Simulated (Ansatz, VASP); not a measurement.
**Ge in VASP and in Ansatz**

Contents of POSCAR:

```
Ge
1.0
    1.4880529250     -2.5946896100      0.0000000000
    1.4880529250      2.5946896100      0.0000000000
    0.0000000000      0.0000000000      4.7275957900
Ge
2
Direct
    0.3334466300      0.6665533700      0.2500000000
    0.6665533700      0.3334466300      0.7500000000
```

INCAR.step1

```
SYSTEM = Ge
PREC = Accurate
ENCUT = 520
EDIFF = 1E-5
ISMEAR = -1
SIGMA = 0.05
LREAL = .False.
LASPH = .True.
NELM = 100
ALGO = Normal
ISIF = 2
LWAVE = .True.
GGA = PE
NBANDS = 21
```

INCAR.step2

```
SYSTEM = Ge
PREC = Accurate
ENCUT = 520
EDIFF = 1E-7
ISMEAR = -1
SIGMA = 0.05
LREAL = .False.
LASPH = .True.
NELM = 100
ALGO = Normal
ISIF = 2
LWAVE = .False.
LCHARG = .True.
GGA = PE
LHFCALC = .True.
HFSCREEN = 0.2079
PRECFOCK = Normal
LELF = .True.
LVHAR = .True.
ISTART = 1
NBANDS = 21
```

KPOINTS

```
Automatic mesh
0
Gamma
  5 5 3
  0 0 0
```

The input input:

```
crystal:
  lattice:
    - [1.488052925, -2.59468961, 0.0]
    - [1.488052925, 2.59468961, 0.0]
    - [0.0, 0.0, 4.72759579]
  atoms:
    - { symbol: Ge, position: [0.33344663, 0.66655337, 0.25] }
    - { symbol: Ge, position: [0.66655337, 0.33344663, 0.75] }
hamiltonian:
  xc: hse06
  pseudopotentials: { kind: paw }
kpoints:
  mp_grid: { grid: [5, 5, 3] }
  band_path:
    path:
      - [[0.0, 0.0, 0.0], [0.3322253894, 0.3322253894, 0.0], [0.0, 0.5, 0.0], [0.0, 0.5, 0.5], [0.3322253894, 0.3322253894, 0.5], [0.0, 0.0, 0.5], [0.0, 0.0, 0.0], [-0.5, 0.5, 0.0], [-0.3322253894, 0.6677746106, 0.0], [-0.3322253894, 0.6677746106, 0.5], [-0.5, 0.5, 0.5], [-0.5, 0.5, 0.0]]
      - [[0.0, 0.0, 0.5], [-0.5, 0.5, 0.5]]
    npoints: 4
scf:
  occupations: { method: fermi_dirac, width: 0.05 }
  n_extra_bands: 6
output:
  forces: true
  stress: true
  eigenvalues: true
  fatbands: false
  write_density: true
  write_potential: true
  elf: true
  volumetric_format: npy
```

Alike in both runs: functional HSE06; k mesh 5 × 5 × 3; occupations fermi-dirac, width 0.05 eV; no spin polarisation.

```csv
,VASP,Ansatz
version,VASP 6.6.1,Ansatz 0.2.0
potentials or method,"VASP PAW PBE potentials, release 64 (Ge_d)",Ansatz PAW
plane-wave cutoff (eV),520,420
valence electrons in the cell,28,28
task,single point,band structure
```

|  | VASP | Ansatz | Ansatz less VASP |
| --- | --- | --- | --- |
| gap on the k mesh at the Fermi level (eV) | none | none | - |
| pressure (GPa) | 2.8 | 2.7 | -0.07 |
| traceless stress, the component that is largest in VASP (GPa) | 6.49 | 6.47 | -0.020 |

A gap of «none» marks a metal or a gap that the smearing closes.

The k mesh is coarse, so the values compare programs but aren't converged.
